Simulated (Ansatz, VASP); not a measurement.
# One calculation of HfB2, two programs

```xyz
3
Lattice="3.1400 -0.0314 -0.0314 -1.5972 2.7350 -0.0115 -0.0348 -0.0348 3.4800" Properties=species:S:1:pos:R:3 pbc="T T T"
Hf    0.0000    0.0000    0.0000
B    -0.0355    1.7955    1.7219
B     1.5435    0.8733    1.7152
```

Change from the starting cell: equal xy, yz and zx shear strains of -2 %.

Alike in both runs: task single point; functional PBEsol; k mesh 13 × 13 × 11; occupations fermi-dirac, width 0.05 eV; no spin polarisation.

|  | VASP | Ansatz |
| --- | --- | --- |
| version | VASP 6.6.1 | Ansatz 0.2.0 |
| potentials or method | VASP PAW PBE potentials, release 64 (Hf_pv, B), cutoff 520 eV | all-electron LAPW, scalar-relativistic |

```tsv
	VASP	Ansatz	Ansatz less VASP
pressure (GPa)	-4.1	-3.9	+0.16
traceless stress, the component that is largest in VASP (GPa)	5.57	5.54	-0.030
rms of the force components (eV/Å)	0.011	0.012	+0.0004
```

VASP's potentials were made for PBE, not for PBEsol. Atom by atom the forces differ by 0.001 eV/Å (rms over components). Ansatz ran all-electron here, and VASP with PAW potentials.

Neither program's run includes spin-orbit coupling.
